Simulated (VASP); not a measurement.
# BeH2 (Fm-3m) in VASP: notebook, part 2 of 2

VASP 6.6.1. The steps go on from the part before.

**3. Single point, r2SCAN+D4**

File POSCAR:

```
BeH2
1.0
    0.0000000000      2.0364480000      2.0364480000
    2.0364480000      0.0000000000      2.0364480000
    2.0364480000      2.0364480000      0.0000000000
Be H
1 2
Direct
    0.0000000000      0.0000000000      0.0000000000
    0.2500000000      0.2500000000      0.2500000000
    0.7500000000      0.7500000000      0.7500000000
```

File INCAR.step1:

```
PREC     = Accurate       # precision mode
ENCUT    = 660            # plane-wave cutoff, eV
ISMEAR   = -1             # smearing method
SIGMA    = 0.1019         # smearing width, eV
LREAL    = F              # projectors in reciprocal space
LASPH    = T              # aspherical terms in the spheres
NELM     = 120            # most SCF steps
NBANDS   = 9              # bands
GGA      = PE             # functional
ALGO     = Normal         # electronic algorithm
EDIFF    = 1E-5           # SCF threshold, eV
LWAVE    = T              # write WAVECAR
LCHARG   = F              # write CHGCAR
GGA_COMPAT= F
```

File INCAR.step2:

```
PREC     = Accurate       # precision mode
ENCUT    = 660            # plane-wave cutoff, eV
EDIFF    = 1E-6           # SCF threshold, eV
ISMEAR   = -1             # smearing method
SIGMA    = 0.1019         # smearing width, eV
LREAL    = F              # projectors in reciprocal space
LASPH    = T              # aspherical terms in the spheres
NELM     = 120            # most SCF steps
ALGO     = Normal         # electronic algorithm
ISIF     = 2              # what is computed and relaxed
LWAVE    = F              # write WAVECAR
LCHARG   = F              # write CHGCAR
METAGGA  = R2SCAN         # meta-GGA
LMIXTAU  = T            
IVDW     = 13             # dispersion correction
VDW_S6   = 1.0          
VDW_S8   = 0.6018749    
VDW_A1   = 0.51559235   
VDW_A2   = 5.77342911   
NBANDS   = 9              # bands
ISTART   = 1            
GGA_COMPAT= F
```

File KPOINTS:

```
regular mesh
0
Gamma
  8 8 8
```

Potentials or basis: VASP PAW PBE potentials, release 64 (Be, H).

Launch:

```sh
> cat potpaw_PBE.64/Be/POTCAR potpaw_PBE.64/H/POTCAR > POTCAR
> cp INCAR.step1 INCAR
> mpirun -np 1 vasp_std > vasp.out
> cp INCAR.step2 INCAR
> mpirun -np 1 vasp_std > vasp.out
```

OUTCAR:

```text
PREC = Accurate
   ENCUT = 660
   EDIFF = 1E-6
   ISMEAR = -1
   LREAL = F
   LASPH = T
   NELM = 120
   ISIF = 2
   METAGGA = R2SCAN
   IVDW = 13
   ISTART = 1

 ion  position               nearest neighbor table
   1  0.000  0.000  0.000-
   2  0.250  0.250  0.250-
   3  0.750  0.750  0.750-

  LATTYP: Found a face centered cubic cell.
 ALAT       =     4.0728960000

  Lattice vectors:

 A1 = (   0.0000000000,   2.0364480000,   2.0364480000)
 A2 = (   2.0364480000,   0.0000000000,   2.0364480000)
 A3 = (   2.0364480000,   2.0364480000,   0.0000000000)

Analysis of symmetry for initial positions (statically):
=====================================================================
 Subroutine PRICEL returns:
 Original cell was already a primitive cell.

 Routine SETGRP: Setting up the symmetry group for a
 face centered cubic supercell.

 Subroutine GETGRP returns: Found 48 space group operations
 (whereof 48 operations were pure point group operations)
 out of a pool of 48 trial point group operations.

The static configuration has the point symmetry O_h .

Analysis of symmetry for dynamics (positions and initial velocities):
=====================================================================
 Subroutine PRICEL returns:
 Original cell was already a primitive cell.

 Routine SETGRP: Setting up the symmetry group for a
 face centered cubic supercell.

 Subroutine GETGRP returns: Found 48 space group operations
 (whereof 48 operations were pure point group operations)
 out of a pool of 48 trial point group operations.

The dynamic configuration has the point symmetry O_h .

 Subroutine INISYM returns: Found 48 space group operations
 (whereof 48 operations are pure point group operations),
 and found     1 'primitive' translations

----------------------------------------------------------------------------------------

                                     Primitive cell

  volume of cell :      16.8908

[... 115 lines left out ...]
   METAGGA = R2SCAN    functional components
   LHFCALC =     F    Hartree Fock is set to
   AEXX    =    0.0000 exact exchange contribution
   IVDW    =    13    specifies the selected vdW correction
   LEPSILON=     F    determine dielectric tensor
   LRPA    =     F    only Hartree local field effects (RPA)
 non-spin polarized calculation
  energy-cutoff  :      660.00
  volume of cell :       16.89
 maximum number of plane-waves:       660
   NGX = 13   NGY = 13   NGZ = 13

 number of electron       4.0000000 magnetization

 Free energy of the ion-electron system (eV)
  ---------------------------------------------------
  ext. energy  EPLUGINS =         0.00000000
  ---------------------------------------------------
  free energy    TOTEN  =        -9.84622894 eV

  energy without entropy =       -9.82958033  energy(sigma->0) =       -9.83790464

 E-fermi :   4.8675     XC(G=0): -10.2963

 val. band max:        4.8442296416   @ k =   0.2500   0.1250   0.0000
 cond. band min:       5.0433918569   @ k =  -0.2500   0.5000   0.2500
 fundamental gap:      0.1991622154
 Fermi energy:         4.8675054366

 k-point     1 :       0.0000    0.0000    0.0000
  band No.  band energies     occupation
      1      -9.2309      2.00000
      2       8.2562      0.00000
      3      14.5470      0.00000
      4      14.5470      0.00000
      5      14.5470      0.00000
      6      19.4293      0.00000
      7      19.4293      0.00000
      8      19.4293      0.00000
      9      24.4844      0.00000
[... 265 lines left out ...]
 k-point    24 :      -0.3750    0.2500    0.1250
  band No.  band energies     occupation
      1      -2.8660      2.00000
      2      -2.3089      2.00000
      3       8.2173      0.00000
      4       8.4226      0.00000
      5      14.6611      0.00000
      6      16.3634      0.00000
      7      22.7340      0.00000
      8      23.4584      0.00000
      9      28.2895      0.00000

 [... further k-points ...]

------------------------ aborting loop because EDIFF is reached ----------------------------------------

  DFT-D4 for vdW energy calculation

  Edisp (eV):   -0.18916

  FORCE on cell =-STRESS in cart. coord.  units (eV):
  Direction    XX          YY          ZZ          XY          YZ          ZX
  --------------------------------------------------------------------------------------
  -------------------------------------------------------------------------------------
  Total      -0.85133    -0.85133    -0.85133    -0.00000     0.00000     0.00000
  in kB     -80.75316   -80.75316   -80.75316    -0.00000     0.00000     0.00000
  external pressure =      -80.75 kB  Pullay stress =        0.00 kB

 VOLUME and BASIS-vectors are now :
 -----------------------------------------------------------------------------
  energy-cutoff  :      660.00
  volume of cell :       16.89
      direct lattice vectors                 reciprocal lattice vectors
     0.000000000  2.036448000  2.036448000    -0.245525543  0.245525543  0.245525543
     2.036448000  0.000000000  2.036448000     0.245525543 -0.245525543  0.245525543
     2.036448000  2.036448000  0.000000000     0.245525543  0.245525543 -0.245525543

 POSITION                                       TOTAL-FORCE (eV/Angst)
 -----------------------------------------------------------------------------------
      0.00000      0.00000      0.00000         0.000000     -0.000000     -0.000000
      1.01822      1.01822      1.01822         0.000000     -0.000000     -0.000000
      3.05467      3.05467      3.05467        -0.000000      0.000000      0.000000
 -----------------------------------------------------------------------------------
    total drift:                                0.000000      0.000000      0.000000

  FREE ENERGIE OF THE ION-ELECTRON SYSTEM (eV)
  ---------------------------------------------------
  free  energy   TOTEN  =       -10.0353897666 eV

  energy  without entropy=      -10.0187411615  energy(sigma->0) =      -10.02706546
```

OSZICAR.step1:

```text
N       E                     dE             d eps       ncg     rms          rms(c)
DAV:   1    -0.398717629303E+01   -0.39872E+01   -0.20563E+03   522   0.432E+02
DAV:   2    -0.930120657187E+01   -0.53140E+01   -0.51959E+01   755   0.594E+01
DAV:   3    -0.937048780339E+01   -0.69281E-01   -0.68716E-01   607   0.555E+00
DAV:   4    -0.937054926509E+01   -0.61462E-04   -0.61460E-04   720   0.180E-01
DAV:   5    -0.937054930084E+01   -0.35757E-07   -0.36215E-07   638   0.341E-03    0.333E+00
DAV:   6    -0.920204625371E+01    0.16850E+00   -0.10246E-01   559   0.130E+00    0.164E+00
DAV:   7    -0.915081481898E+01    0.51231E-01   -0.10341E-01   586   0.143E+00    0.207E-01
DAV:   8    -0.915144121493E+01   -0.62640E-03   -0.18608E-03   564   0.345E-01    0.607E-02
DAV:   9    -0.915138042652E+01    0.60788E-04   -0.70466E-05   607   0.470E-02    0.104E-02
DAV:  10    -0.915137796526E+01    0.24613E-05   -0.24993E-06   474   0.148E-02
   1 F= -.91513780E+01 E0= -.91449289E+01  d E =-.128980E-01
```

Wall time 28 s (1 thread of Intel Xeon Platinum 8488C (Sapphire Rapids), shared host); peak memory 0.13 GiB.

Results:

- Free energy: -10.0354 eV
- Pressure: -8.1 GPa
- Band gap on the k mesh: zero (band 2 reaches 8.26 eV, above the bottom of band 3 at 3.88 eV)
- Dispersion energy per atom: -0.063 eV

Caveat: the PAW data sets were made with another functional, which shifts forces and pressure a little; pairwise dispersion overbinds metals, which lowers pressure and volume.

**4. Single point, r2SCAN**

POSCAR is that of step 3.

File INCAR.step1:

```
ALGO = Normal
EDIFF = 1E-5
ENCUT = 660
GGA = PE
GGA_COMPAT = False
ISMEAR = -1
LASPH = True
LCHARG = False
LREAL = False
LWAVE = True
NBANDS = 9
NELM = 120
PREC = Accurate
SIGMA = 0.001
```

File INCAR.step2:

```
ALGO = Normal
EDIFF = 1E-6
ENCUT = 660
GGA_COMPAT = False
ISIF = 2
ISMEAR = -1
ISTART = 1
LASPH = True
LCHARG = False
LMIXTAU = True
LREAL = False
LWAVE = False
METAGGA = R2SCAN
NBANDS = 9
NELM = 120
PREC = Accurate
SIGMA = 0.001
```

File KPOINTS:

```
k-points
0
Gamma
  8 8 8
```

Launch:

```sh
> cat potpaw_PBE.64/Be/POTCAR potpaw_PBE.64/H/POTCAR > POTCAR
> cp INCAR.step1 INCAR
> mpirun -np 1 vasp_std > vasp.out
> cp INCAR.step2 INCAR
> mpirun -np 1 vasp_std > vasp.out
```

Wall time 18 s (1 thread of Intel Xeon Platinum 8488C (Sapphire Rapids), shared host); peak memory 0.14 GiB.

The run converged. Its results:

```yaml
Free_energy: -9.8341 eV
Pressure: -7.7 GPa
Band_gap_on_the_k_mesh: zero (band 2 reaches 8.22 eV, above the bottom of band 3 at 3.86 eV)
```

Levels at points of the mesh, in eV from the Fermi level:
```tsv
k point	band 1	band 2	band 3	band 4	band 5	band 6
(0.00, 0.00, 0.00)	-14.08	3.41	9.73	9.73	9.73	14.61
(0.50, 0.00, 0.00)	-8.57	-7.71	7.43	7.43	10.19	10.64
(0.50, 0.50, 0.00)	-8.60	-1.67	-0.95	3.21	3.21	10.78
```

Caveat: the PAW data sets were made with another functional, which shifts forces and pressure a little.

**5. Summary**

```csv
level,smearing,gap on the mesh (eV),pressure (GPa)
r2SCAN,fermi-dirac 0.1019 eV,none,-7.7
r2SCAN+D4,fermi-dirac 0.1019 eV,none,-8.1
r2SCAN,fermi-dirac 0.001 eV,none,-7.7
```

Alike in all rows: task single point; potentials or basis VASP PAW PBE potentials, release 64 (Be, H); no spin polarisation; cell as given; k mesh 8 × 8 × 8; cutoff (eV) 660.

Every run on the cell as given and a fine mesh finds a metal. The pressure there spans -8.1 GPa (r2SCAN+D4) to -7.7 GPa (r2SCAN); a positive pressure means that this level wants a larger cell, a negative one a smaller.

Caveats: the PAW data sets were made with another functional, which shifts forces and pressure a little; pairwise dispersion overbinds metals, which lowers pressure and volume (some runs).

Total energies depend on the potentials used, so only differences within one code and one set of settings carry meaning.
